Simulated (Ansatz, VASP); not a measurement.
TiS2 in VASP and in Ansatz

INCAR

```
SYSTEM = TiS2
PREC = Accurate
ENCUT = 500
EDIFF = 1E-6
ISMEAR = 0
SIGMA = 0.05
LREAL = .False.
LASPH = .True.
NELM = 200
ALGO = Normal
ISIF = 2
LWAVE = .False.
LCHARG = .False.
LNONCOLLINEAR = .True.
MAGMOM = 0 0 0 0 0 0 0 0 0
LORBIT = 11
LSORBIT = .True.
GGA_COMPAT = .False.
LORBMOM = .True.
LMAXMIX = 4
GGA = PE
NBANDS = 37
```

KPOINTS

```
regular mesh
0
Gamma
  12 12 6
  0 0 0
```

Contents of POSCAR:

```
TiS2
1.0
    3.4129687387      0.0000000000      0.0000000000
   -1.7064843693      2.9557176301      0.0000000000
    0.0000000000      0.0000000000      6.4679174893
Ti S
1 2
Direct
    0.0000000000      0.0000000000      0.0000000000
    0.3333333333      0.6666666667      0.2196364634
    0.6666666667      0.3333333333      0.7803635366
```

Input for Ansatz:

```yaml
crystal:
  lattice:
    - [3.4129687387, 0.0, 0.0]
    - [-1.7064843693, 2.9557176301, 0.0]
    - [0.0, 0.0, 6.4679174893]
  atoms:
    - { symbol: Ti, position: [0.0, 0.0, 0.0] }
    - { symbol: S, position: [0.3333333333, 0.6666666667, 0.2196364634] }
    - { symbol: S, position: [0.6666666667, 0.3333333333, 0.7803635366] }
basis:
  ecutwfc: 420
  ecutrho_ratio: 4
kpoints:
  mp_grid: { grid: [12, 12, 6] }
  band_path:
    path:
      - [[0.0, 0.0, 0.0], [0.5, 0.0, 0.0], [0.33333333, 0.33333333, 0.0], [0.0, 0.0, 0.0], [0.0, 0.0, 0.5], [0.5, 0.0, 0.5], [0.33333333, 0.33333333, 0.5], [0.0, 0.0, 0.5]]
      - [[0.5, 0.0, 0.5], [0.5, 0.0, 0.0]]
      - [[0.33333333, 0.33333333, 0.5], [0.33333333, 0.33333333, 0.0]]
    npoints: 10
hamiltonian:
  xc: pbe
scf:
  occupations: { method: gaussian, width: 0.05 }
  n_extra_bands: 24
output:
  forces: true
  stress: true
  eigenvalues: true
  populations: true
  dos: { projected: true, de: 0.02, nscf_kmesh: { grid: [18, 18, 9] } }
  bader: false
  write_density: true
  write_potential: true
  elf: true
  volumetric_format: npy
magnetization:
  noncollinear: true
  spin_orbit: true
checkpoint:
  read: start.run
  write: ck
  compress: false
  write_wavefunctions: false
  write_every: 100000
```

Alike in both runs: task single point; functional PBE; k mesh 12 × 12 × 6; occupations gaussian, width 0.05 eV; non-collinear spin, spin-orbit coupling.

|  | VASP | Ansatz |
| --- | --- | --- |
| version | VASP 6.6.1 | Ansatz 0.2.0 |
| potentials or method | VASP PAW PBE potentials, release 64 (Ti_sv, S), cutoff 500 eV | plane waves, PAW |
| valence electrons in the cell | 24 | 24 |

```tsv
	VASP	Ansatz	Ansatz less VASP
pressure (GPa)	0.0	0.0	+0.06
rms of the force components (eV/Å)	0.001	0.004	+0.0036
```

Atom by atom the forces differ by 0.004 eV/Å (rms over components).
